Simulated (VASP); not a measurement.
# Zr5N4 in VASP: relaxation of the atoms with PBE

Aim: the relaxation of the atoms of Zr5N4 with PBE.

Program: VASP 6.6.1. These are calculated values, not measurements. Logs are shortened: lines on timing, memory, paths and dates and some standing lists are left out, and cuts for length are marked.

## 1. The cell of the first run

The cell holds a slab with vacuum, 9 atoms: a = 3.249 Å, b = 3.249 Å, c = 25.611 Å, α = 90.00°, β = 90.00°, γ = 120.00°.

## 2. Relaxation of the atoms, PBE

The input, INCAR:

```
  ALGO = Normal
  DIPOL = 0.5 0.5 0.500
  EDIFF = 1E-7
  EDIFFG = -0.02
  ENCUT = 520
  GGA = PE
  GGA_COMPAT = F
  IBRION = 2
  IDIPOL = 3
  ISIF = 2
  ISMEAR = 0
  KPAR = 4
  LASPH = T
  LCHARG = F
  LDIPOL = T
  LREAL = F
  LWAVE = F
  NELM = 120
  NELMDL = -8
  NELMIN = 4
  NSW = 80
  PREC = Accurate
  SIGMA = 0.1
```

The input, KPOINTS:

```
k-points
0
Gamma
  12 12 1
```

The input, POSCAR:

```
Zr5N4
1.0
    3.2489094157      0.0000000000      0.0000000000
   -1.6244547079      2.8136380886      0.0000000000
    0.0000000000      0.0000000000     25.6108937188
Zr N
5 4
Direct
    0.6666666667      0.3333333333      0.2928441343
    0.3333333333      0.6666666667      0.3964220672
    0.0000000000      0.0000000000      0.5000000000
    0.6666666667      0.3333333333      0.6035779328
    0.3333333333      0.6666666667      0.7071558657
    0.0000000000      0.0000000000      0.3446331007
    0.6666666667      0.3333333333      0.4482110336
    0.3333333333      0.6666666667      0.5517889664
    0.0000000000      0.0000000000      0.6553668993
```

Potentials or basis: VASP PAW PBE potentials, release 64 (Zr_sv, N).

Launch:

```bash
$ cat potpaw_PBE.64/Zr_sv/POTCAR potpaw_PBE.64/N/POTCAR > POTCAR
$ mpirun -np 4 vasp_std > vasp.out
```

OUTCAR:

```text
EDIFF = 1E-7
   EDIFFG = -0.02
   ENCUT = 520
   GGA = PE
   IBRION = 2
   ISIF = 2
   ISMEAR = 0
   LASPH = T
   LREAL = F
   NELM = 120
   NELMDL = -8
   NELMIN = 4
   NSW = 80
   PREC = Accurate

 ion  position               nearest neighbor table
   1  0.667  0.333  0.293-   6 2.30   6 2.30   6 2.30   2 3.25   2 3.25   2 3.25
   2  0.333  0.667  0.396-   7 2.30   7 2.30   7 2.30   6 2.30   6 2.30   6 2.30   3 3.25   3 3.25
                             3 3.25   1 3.25   1 3.25   1 3.25
   3  0.000  0.000  0.500-   7 2.30   8 2.30   7 2.30   8 2.30   7 2.30   8 2.30   2 3.25   4 3.25
                             2 3.25   4 3.25   4 3.25   2 3.25
   4  0.667  0.333  0.604-   8 2.30   8 2.30   8 2.30   9 2.30   9 2.30   9 2.30   3 3.25   3 3.25
                             3 3.25   5 3.25   5 3.25   5 3.25
   5  0.333  0.667  0.707-   9 2.30   9 2.30   9 2.30   4 3.25   4 3.25   4 3.25
   6  0.000  0.000  0.345-   1 2.30   1 2.30   1 2.30   2 2.30   2 2.30   2 2.30
   7  0.667  0.333  0.448-   2 2.30   2 2.30   3 2.30   3 2.30   3 2.30   2 2.30
   8  0.333  0.667  0.552-   4 2.30   4 2.30   3 2.30   3 2.30   3 2.30   4 2.30
   9  0.000  0.000  0.655-   5 2.30   5 2.30   5 2.30   4 2.30   4 2.30   4 2.30

  LATTYP: Found a hexagonal cell.
 ALAT       =     3.2489094157
 C/A-ratio  =     7.8829202178

  Lattice vectors:

 A1 = (   3.2489094157,   0.0000000000,   0.0000000000)
 A2 = (  -1.6244547079,   2.8136380886,   0.0000000000)
 A3 = (   0.0000000000,   0.0000000000,  25.6108937188)

Analysis of symmetry for initial positions (statically):
=====================================================================
 Subroutine PRICEL returns:
 Original cell was already a primitive cell.

 Routine SETGRP: Setting up the symmetry group for a
 hexagonal supercell.

 Subroutine GETGRP returns: Found 12 space group operations
 (whereof 12 operations were pure point group operations)
 out of a pool of 24 trial point group operations.

The static configuration has the point symmetry D_3d.

Analysis of symmetry for dynamics (positions and initial velocities):
=====================================================================
 Subroutine PRICEL returns:
 Original cell was already a primitive cell.

 Routine SETGRP: Setting up the symmetry group for a
 hexagonal supercell.

 Subroutine GETGRP returns: Found 12 space group operations
 (whereof 12 operations were pure point group operations)
 out of a pool of 24 trial point group operations.

The dynamic configuration has the point symmetry D_3d.

 Subroutine INISYM returns: Found 12 space group operations
[... 133 lines left out ...]
   IVDW    =     0    specifies the selected vdW correction
   LEPSILON=     F    determine dielectric tensor
   LRPA    =     F    only Hartree local field effects (RPA)
 conjugate gradient relaxation of ions
 non-spin polarized calculation
 Gauss-broadening in eV      SIGMA  =   0.10
  energy-cutoff  :      520.00
  volume of cell :      234.12
 maximum number of plane-waves:      6368
   NGX = 13   NGY = 13   NGZ = 95

--------------------------------------- Ionic step        1  -------------------------------------------

 number of electron      80.0000006 magnetization

 Free energy of the ion-electron system (eV)
  ---------------------------------------------------
  ext. energy  EPLUGINS =         0.00000000
  ---------------------------------------------------
  free energy    TOTEN  =       -87.87574023 eV

  energy without entropy =      -87.82420020  energy(sigma->0) =      -87.84997021

------------------------ aborting loop because EDIFF is reached ----------------------------------------

  FORCE on cell =-STRESS in cart. coord.  units (eV):
  Direction    XX          YY          ZZ          XY          YZ          ZX
  --------------------------------------------------------------------------------------
  -------------------------------------------------------------------------------------
  Total       -2.6385731     -2.6385731     -1.9742025      0.0000000      0.0000000      0.0000000
  in kB      -18.0571476    -18.0571476    -13.5105092      0.0000000      0.0000000      0.0000000
  external PRESSURE =     -16.5416015 kB  Pullay stress =       0.0000000 kB
[... 110 lines left out ...]
  FREE ENERGIE OF THE ION-ELECTRON SYSTEM (eV)
  ---------------------------------------------------
  free  energy   TOTEN  =       -87.9324165779 eV

  energy  without entropy=      -87.8868450754  energy(sigma->0) =      -87.90963083

 dipolmoment           0.000000      0.000000     -0.000000 electrons x Angstroem

--------------------------------------- Ionic step        4  -------------------------------------------

 number of electron      80.0000005 magnetization

------------------------ aborting loop because EDIFF is reached ----------------------------------------
[... 81 lines left out ...]
--------------------------------------- Ionic step        6  -------------------------------------------

 number of electron      80.0000005 magnetization

 dipolmoment           0.000000      0.000000      0.000000 electrons x Angstroem

 Free energy of the ion-electron system (eV)
  ---------------------------------------------------
  ext. energy  EPLUGINS =         0.00000000
  ---------------------------------------------------
  free energy    TOTEN  =       -87.93579896 eV

  energy without entropy =      -87.89169271  energy(sigma->0) =      -87.91374583

 E-fermi :   3.7834     XC(G=0):  -7.0485

 val. band max:        3.7809851731   @ k =   0.3333   0.1667   0.0000
 cond. band min:       3.7981994998   @ k =   0.0833   0.0000   0.0000
 fundamental gap:      0.0172143267
 Fermi energy:         3.7834280048

 k-point     1 :       0.0000    0.0000    0.0000
  band No.  band energies     occupation
      1     -45.8609      2.00000
      2     -45.6941      2.00000
      3     -45.6830      2.00000
      4     -45.4314      2.00000
      5     -45.4312      2.00000
      6     -24.4714      2.00000
[... 958 lines left out ...]
     47       6.2050      0.00000
     48       6.2050      0.00000

------------------------ aborting loop because EDIFF is reached ----------------------------------------

 vacuum level on the upper side and lower side of the slab       (xc-potential included)        -0.009        -0.009

  FORCE on cell =-STRESS in cart. coord.  units (eV):
  Direction    XX          YY          ZZ          XY          YZ          ZX
  --------------------------------------------------------------------------------------
  -------------------------------------------------------------------------------------
  Total       -1.4399939     -1.4399939     -0.4697067      0.0000000      0.0000000      0.0000000
  in kB       -9.8546379     -9.8546379     -3.2144506      0.0000000      0.0000000      0.0000000
  external PRESSURE =      -7.6412421 kB  Pullay stress =       0.0000000 kB
[... 24 lines left out ...]
  FREE ENERGIE OF THE ION-ELECTRON SYSTEM (eV)
  ---------------------------------------------------
  free  energy   TOTEN  =       -87.9357989599 eV

  energy  without entropy=      -87.8916927096  energy(sigma->0) =      -87.91374583

 reached required accuracy - stopping structural energy minimisation

 vacuum level on the upper side and lower side of the slab         8.157         8.157
```

OSZICAR:

```text
N       E                     dE             d eps       ncg     rms          rms(c)
DAV:   1     0.900059359888E+03    0.90006E+03   -0.42605E+04  1984   0.157E+03
DAV:   2    -0.103978233965E+02   -0.91046E+03   -0.88754E+03  2216   0.469E+02
DAV:   3    -0.948929079701E+02   -0.84495E+02   -0.82794E+02  2584   0.120E+02
[... 79 lines left out ...]
DAV:   3    -0.879358369963E+02    0.12708E-04   -0.26204E-04  2344   0.101E-01    0.332E-02
DAV:   4    -0.879357986327E+02    0.38364E-04   -0.66021E-05  2832   0.564E-02    0.883E-03
DAV:   5    -0.879357989911E+02   -0.35837E-06   -0.77601E-06  2152   0.138E-02    0.334E-03
DAV:   6    -0.879357989528E+02    0.38282E-07   -0.15179E-06  2072   0.563E-03    0.190E-03
DAV:   7    -0.879357989599E+02   -0.71295E-08   -0.18531E-07  1624   0.242E-03
   6 F= -.87935799E+02 E0= -.87913746E+02  d E =-.127087E-03
```

Wall time 12 min (4 MPI ranks of AMD EPYC, shared host); peak memory 0.42 GiB.

What came out:

```
Free energy                  : -87.9358 eV
Energy gained by relaxing    : 6.7 meV/atom
Ionic steps                  : 6
Largest force after relaxing : 0.015 eV/Å
Band gap on the k mesh       : zero (bands 40 and 41 overlap by 0.47 eV)
```

Forces on the atoms (eV/Å):
```
Zr   0.000  0.000  0.015
Zr   0.000  0.000  0.011
Zr   0.000  0.000  0.000
Zr   0.000  0.000 -0.011
Zr   0.000  0.000 -0.015
N    0.000  0.000  0.014
N    0.000  0.000  0.015
N    0.000  0.000 -0.015
N    0.000  0.000 -0.014
```

The path:
```
step  energy change (eV)  largest force (eV/Å)  pressure (GPa)
   1              0.0000                0.7020           -1.65
   2             -0.0536                0.2389           -1.11
   3             -0.0567                0.1291           -0.92
   4             -0.0598                0.0424           -0.81
   5             -0.0599                0.0262           -0.78
   6             -0.0601                0.0154           -0.76
```

Final structure:
```
CELL_PARAMETERS angstrom
3.24891 0.00000 0.00000
-1.62445 2.81364 0.00000
0.00000 0.00000 25.61089
ATOMIC_POSITIONS crystal
Zr 0.66667 0.33333 0.29477
Zr 0.33333 0.66667 0.39496
Zr 0.00000 0.00000 0.50000
Zr 0.66667 0.33333 0.60504
Zr 0.33333 0.66667 0.70523
N 0.00000 0.00000 0.34404
N 0.66667 0.33333 0.44800
N 0.33333 0.66667 0.55200
N 0.00000 0.00000 0.65596
```
